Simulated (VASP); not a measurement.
Set up this calculation in VASP 6.6.1, as the native input.

| Quantity | Value |
| --- | --- |
| Task | single point |
| Functional | r2SCAN |
| Potentials or basis | VASP PAW PBE potentials, release 64 (In_d, Sb) |
| Cutoff | 520 eV |
| k mesh | 10 × 10 × 10 |
| Occupations | gaussian, width 0.03 eV |
| Spin | no spin polarisation |
| Dipole correction | no |
| Further INCAR settings | ALGO = Normal; EDIFF = 1e-06; NBANDS = 16 |

Crystal: InSb.

```
In Sb
1.0
     0.00000    3.23910    3.28769
     3.23910    0.00000    3.28769
     3.23910    3.23910    0.00000
In Sb
1 1
Direct
  0.00000 0.00000 0.00000
  0.75000 0.75000 0.75000
```

This cell differs from its parent crystal: strain +0.0150 x Voigt [0, 0, 1, 0, 0, 0].

These files were run (other wordings do the same):

POSCAR

```
InSb
1.0
    0.0000000000      3.2391000000      3.2876865000
    3.2391000000      0.0000000000      3.2876865000
    3.2391000000      3.2391000000      0.0000000000
In Sb
1 1
Direct
    0.0000000000      0.0000000000      0.0000000000
    0.7500000000      0.7500000000      0.7500000000
```

INCAR.step1

```
  PREC = Accurate
  ENCUT = 520
  ISMEAR = 0
  SIGMA = 0.03
  LREAL = F
  LASPH = T
  NELM = 100
  NBANDS = 16
  GGA = PE
  ALGO = Normal
  EDIFF = 1E-4
  LWAVE = T
  LCHARG = F
```

INCAR.step2

```
  PREC = Accurate
  ENCUT = 520
  EDIFF = 1E-6
  ISMEAR = 0
  SIGMA = 0.03
  LREAL = F
  LASPH = T
  NELM = 100
  ALGO = Normal
  ISIF = 2
  LWAVE = F
  LCHARG = T
  METAGGA = R2SCAN
  LMIXTAU = T
  LELF = T
  LVHAR = T
  NBANDS = 16
  ISTART = 1
```

KPOINTS

```
Automatic mesh
0
Gamma
  10 10 10
```

Potentials or basis: VASP PAW PBE potentials, release 64 (In_d, Sb).

Run with:

```bash
$ cat potpaw_PBE.64/In_d/POTCAR potpaw_PBE.64/Sb/POTCAR > POTCAR
$ cp INCAR.step1 INCAR
$ mpirun -np 1 vasp_std > vasp.out
$ cp INCAR.step2 INCAR
$ mpirun -np 1 vasp_std > vasp.out
```

Results of the run:

```yaml
Pressure: 0.9 GPa
Band_gap_on_the_k_mesh: 0.12 eV, direct
```

Caveat: the cell differs from its parent crystal (strain +0.0150 x Voigt [0, 0, 1, 0, 0, 0]); the PAW data sets were made with another functional, which shifts forces and pressure a little; spin-orbit coupling is left out, which moves the levels of the heavy elements.

Run time: 4.6 min on 1 thread of Intel(R) Xeon(R) Platinum 8488C (Sapphire Rapids), with other jobs on the host, peak memory 0.3 GiB.
